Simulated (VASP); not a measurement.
# Au (Fm-3m) in VASP: single point with r2SCAN

Aim: the single point of Au with r2SCAN.

Program: VASP 6.6.1. These are calculated values, not measurements. Logs are shortened: lines on timing, memory, paths and dates and some standing lists are left out, and cuts for length are marked.

## (1) The cell of the first run

Symmetry: Fm-3m, No. 225, cubic system. Conventional cell: a = 4.124 Å, b = 4.124 Å, c = 4.124 Å, α = 90.00°, β = 90.00°, γ = 90.00°. Within 3.8 Å of Au (site symmetry m-3m) lie 12 Au at 2.92 Å.

## (2) Single point, r2SCAN

The input, POSCAR:

```
Au
1.0
    0.0000000000      2.0620957261      2.0620957261
    2.0620957261      0.0000000000      2.0620957261
    2.0620957261      2.0620957261      0.0000000000
Au
1
Direct
    0.0000000000      0.0000000000      0.0000000000
```

The input, INCAR.step1:

```
SYSTEM = Au
PREC = Accurate
ENCUT = 550
ISMEAR = 0
SIGMA = 0.1
LREAL = .False.
LASPH = .True.
NELM = 120
NBANDS = 12
GGA = PE
ALGO = Normal
EDIFF = 1E-5
LWAVE = .True.
LCHARG = .False.
GGA_COMPAT = .False.
```

The input, INCAR.step2:

```
SYSTEM = Au
PREC = Accurate
ENCUT = 550
EDIFF = 1E-6
ISMEAR = 0
SIGMA = 0.1
LREAL = .False.
LASPH = .True.
NELM = 120
ALGO = Normal
ISIF = 2
LWAVE = .False.
LCHARG = .False.
METAGGA = R2SCAN
LMIXTAU = .True.
NBANDS = 12
ISTART = 1
GGA_COMPAT = .False.
```

The input, KPOINTS:

```
Automatic mesh
0
Gamma
  18 18 18
  0 0 0
```

Potentials or basis: VASP PAW PBE potentials, release 64 (Au).

The run is started by

```bash
$ cat potpaw_PBE.64/Au/POTCAR > POTCAR
$ cp INCAR.step1 INCAR
$ mpirun -np 1 vasp_std > vasp.out
$ cp INCAR.step2 INCAR
$ mpirun -np 1 vasp_std > vasp.out
```

OUTCAR:

```text
SYSTEM = Au
   PREC = Accurate
   ENCUT = 550
   EDIFF = 1E-6
   ISMEAR = 0
   LREAL = .False.
   LASPH = .True.
   NELM = 120
   ISIF = 2
   METAGGA = R2SCAN
   ISTART = 1

 ion  position               nearest neighbor table
   1  0.000  0.000  0.000-

  LATTYP: Found a face centered cubic cell.
 ALAT       =     4.1241914522

  Lattice vectors:

 A1 = (   0.0000000000,   2.0620957261,   2.0620957261)
 A2 = (   2.0620957261,   0.0000000000,   2.0620957261)
 A3 = (   2.0620957261,   2.0620957261,   0.0000000000)

Analysis of symmetry for initial positions (statically):
=====================================================================
 Subroutine PRICEL returns:
 Original cell was already a primitive cell.

 Routine SETGRP: Setting up the symmetry group for a
 face centered cubic supercell.

 Subroutine GETGRP returns: Found 48 space group operations
 (whereof 48 operations were pure point group operations)
 out of a pool of 48 trial point group operations.

The static configuration has the point symmetry O_h .

Analysis of symmetry for dynamics (positions and initial velocities):
=====================================================================
 Subroutine PRICEL returns:
 Original cell was already a primitive cell.

 Routine SETGRP: Setting up the symmetry group for a
 face centered cubic supercell.

 Subroutine GETGRP returns: Found 48 space group operations
 (whereof 48 operations were pure point group operations)
 out of a pool of 48 trial point group operations.

The dynamic configuration has the point symmetry O_h .

 Subroutine INISYM returns: Found 48 space group operations
 (whereof 48 operations are pure point group operations),
 and found     1 'primitive' translations

----------------------------------------------------------------------------------------

                                     Primitive cell

  volume of cell :      17.5370

  direct lattice vectors                    reciprocal lattice vectors
     0.000000000  2.062095726  2.062095726    -0.242471770  0.242471770  0.242471770
     2.062095726  0.000000000  2.062095726     0.242471770 -0.242471770  0.242471770
     2.062095726  2.062095726  0.000000000     0.242471770  0.242471770 -0.242471770

  length of vectors
     2.916243743  2.916243743  2.916243743     0.419973425  0.419973425  0.419973425

  position of ions in fractional coordinates (direct lattice)
     0.000000000  0.000000000  0.000000000

  ion indices of the primitive-cell ions
   primitive index   ion index
                 1           1

[... 83 lines left out ...]
   NUPDOWN=      -1.0000    fix difference up-down
   EMIN   =  10.00;   EMAX   =-10.00  energy-range for DOS
   EFERMI =   0.00;   METHOD = LEGACY
   ISMEAR =     0;   SIGMA  =   0.10  broadening in eV -4-tet -1-fermi 0-gaus
   EFERMI_NEDOS =   21; number of points for ismear=-14 and -15
   IALGO  =     38    algorithm
   IMIX   =      4    mixing-type and parameters
     AMIX     =   0.40;   BMIX     =  1.00
     AMIX_MAG =   1.60;   BMIX_MAG =  1.00
  volume/ion in A,a.u.               =      17.54       118.35
  Fermi-wavevector in a.u.,A,eV,Ry     =   1.401372  2.648210 26.719729  1.963845
  Thomas-Fermi vector in A             =   2.524240
   LORBIT       =      0    0 simple, 1 ext, 2 COOP (PROOUT), +10 PAW based schemes
   METAGGA = R2SCAN    functional components
   LHFCALC =     F    Hartree Fock is set to
   AEXX    =    0.0000 exact exchange contribution
   IVDW    =     0    specifies the selected vdW correction
   LEPSILON=     F    determine dielectric tensor
   LRPA    =     F    only Hartree local field effects (RPA)
 non-spin polarized calculation
 Gauss-broadening in eV      SIGMA  =   0.10
  energy-cutoff  :      550.00
  volume of cell :       17.54
 maximum number of plane-waves:       532
   NGX = 11   NGY = 11   NGZ = 11

 number of electron      11.0000001 magnetization

 Free energy of the ion-electron system (eV)
  ---------------------------------------------------
  ext. energy  EPLUGINS =         0.00000000
  ---------------------------------------------------
  free energy    TOTEN  =       -50.59651933 eV

  energy without entropy =      -50.59536474  energy(sigma->0) =      -50.59594203

 E-fermi :   8.8182     XC(G=0): -13.4263

 val. band max:        8.7970027371   @ k =   0.5000   0.2778   0.1111
 cond. band min:       8.8575300203   @ k =   0.5000   0.1667   0.0556
 fundamental gap:      0.0605272832
 Fermi energy:         8.8182342365

 k-point     1 :       0.0000    0.0000    0.0000
  band No.  band energies     occupation
      1      -0.9241      2.00000
      2       4.0637      2.00000
      3       4.0637      2.00000
      4       4.0637      2.00000
      5       5.5202      2.00000
      6       5.5202      2.00000
      7      24.2112      0.00000
      8      28.1290      0.00000
      9      28.1290      0.00000
     10      28.1290      0.00000
     11      33.3074      0.00000
     12      37.4595      0.00000
[... 331 lines left out ...]
 k-point    24 :      -0.2222    0.0556    0.0000
  band No.  band energies     occupation
      1       0.8732      2.00000
      2       3.8452      2.00000
      3       4.3665      2.00000
      4       4.3965      2.00000
      5       5.4435      2.00000
      6       5.9164      2.00000
      7      20.8059      0.00000
      8      25.2209      0.00000
      9      27.9148      0.00000
     10      30.4764      0.00000
     11      30.8224      0.00000
     12      32.4350      0.00000

 [... further k-points ...]

------------------------ aborting loop because EDIFF is reached ----------------------------------------

  FORCE on cell =-STRESS in cart. coord.  units (eV):
  Direction    XX          YY          ZZ          XY          YZ          ZX
  --------------------------------------------------------------------------------------
  -------------------------------------------------------------------------------------
  Total        0.0319528      0.0319528      0.0319528      0.0000000     -0.0000000      0.0000000
  in kB        2.9191929      2.9191929      2.9191929      0.0000000     -0.0000000      0.0000000
  external PRESSURE =       2.9191929 kB  Pullay stress =       0.0000000 kB

 VOLUME and BASIS-vectors are now :
 -----------------------------------------------------------------------------
  energy-cutoff  :      550.00
  volume of cell :       17.54
      direct lattice vectors                 reciprocal lattice vectors
     0.000000000  2.062095726  2.062095726    -0.242471770  0.242471770  0.242471770
     2.062095726  0.000000000  2.062095726     0.242471770 -0.242471770  0.242471770
     2.062095726  2.062095726  0.000000000     0.242471770  0.242471770 -0.242471770

 POSITION                                       TOTAL-FORCE (eV/Angst)
 -----------------------------------------------------------------------------------
      0.00000      0.00000      0.00000         0.000000      0.000000     -0.000000
 -----------------------------------------------------------------------------------
    total drift:                               -0.000000      0.000000      0.000000

  FREE ENERGIE OF THE ION-ELECTRON SYSTEM (eV)
  ---------------------------------------------------
  free  energy   TOTEN  =       -50.5965193307 eV

  energy  without entropy=      -50.5953647377  energy(sigma->0) =      -50.59594203
```

OUTCAR.step1:

```text
SYSTEM = Au
   PREC = Accurate
   ENCUT = 550
   ISMEAR = 0
   LREAL = .False.
   LASPH = .True.
   NELM = 120
[... 576 lines left out ...]
 -----------------------------------------------------------------------------------
      0.00000      0.00000      0.00000        -0.000000      0.000000      0.000000
 -----------------------------------------------------------------------------------
    total drift:                               -0.000000     -0.000000     -0.000000

  FREE ENERGIE OF THE ION-ELECTRON SYSTEM (eV)
  ---------------------------------------------------
  free  energy   TOTEN  =        -3.2177285442 eV

  energy  without entropy=       -3.2164237104  energy(sigma->0) =       -3.21707613
```

Run time: 4.2 min. Hardware: 1 thread of AMD EPYC 7R43 (Zen 3), shared host; peak memory 0.15 GiB.

Results:

```yaml
Free_energy: -50.5965 eV
Pressure: 0.3 GPa
Band_gap_on_the_k_mesh: zero (an odd number of electrons rules out a gap without spin polarisation)
```

Caveat: the PAW data sets were made with another functional, which shifts forces and pressure a little; spin-orbit coupling is left out, which moves the levels of the heavy elements.

The gap in the log of VASP goes by the Fermi energy; the results here count the filled bands.